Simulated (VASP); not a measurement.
Set up this calculation in VASP 6.6.1, as the native input.

* Task: single point
* Functional: PBE
* Potentials or basis: VASP PAW PBE potentials, release 64 (Pb_d, Mg, Ba_sv)
* Cutoff: 520 eV
* k mesh: 2 × 2 × 2
* Occupations: fermi-dirac, width 0.1 eV
* Spin: no spin polarisation
* Dipole correction: no
* Further INCAR settings: ALGO = Normal; EDIFF = 1e-06; NBANDS = 53

The structure of BaMg2Pb2 lies in POSCAR:

```
BaMg2Pb2
1.0
    7.0435300000     -1.2826200000      0.7705930000
   -0.6595750000      7.0136820000     -1.3389740000
   -0.6817900000     -0.1260830000      6.8976670000
Pb Mg Ba
4 4 2
Direct
    0.0959064698      0.6825472495      0.4802138414
    0.8497890762      0.9827110747      0.8002070939
    0.4126357042      0.0580070574      0.6587584986
    0.7811139545      0.1455654637      0.4215040282
    0.4943159992      0.0000214584      0.0591111869
    0.1982133101      0.3692844310      0.6549987789
    0.1503153319      0.0467933331      0.3018258367
    0.2442052394      0.5972046085      0.0721801437
    0.7890555319      0.4724470053      0.8776413223
    0.6007026285      0.6018851595      0.4091106948
```

The input as run:

INCAR

```
SYSTEM = BaMg2Pb2
ALGO = Normal ; EDIFF = 1E-6
ENCUT = 520 ; GGA = PE
ISIF = 2 ; ISMEAR = -1
LASPH = .TRUE. ; LCHARG = .FALSE.
LREAL = .FALSE. ; LWAVE = .FALSE.
NBANDS = 53 ; NELM = 100
PREC = Accurate ; SIGMA = 0.1
```

KPOINTS

```
k-points
0
G
  2 2 2
  0 0 0
```

Potentials or basis: VASP PAW PBE potentials, release 64 (Pb_d, Mg, Ba_sv).

Launch:

```sh
$ cat potpaw_PBE.64/Pb_d/POTCAR potpaw_PBE.64/Mg/POTCAR potpaw_PBE.64/Ba_sv/POTCAR > POTCAR
$ mpirun -np 1 vasp_std > vasp.out
```

It gave:

```
Pressure               : 1.8 GPa
Largest force          : 0.942 eV/Å
Band gap on the k mesh : zero (band 42 reaches 3.80 eV, above the bottom of band 43 at 3.58 eV)
```

Caveat: the k points lie up to 0.47 Å⁻¹ apart; spin-orbit coupling is left out, which moves the levels of the heavy elements.

It took 82 s on 1 thread of Intel(R) Xeon(R) 6975P-C (Granite Rapids) (shared host), peak memory 0.46 GiB.
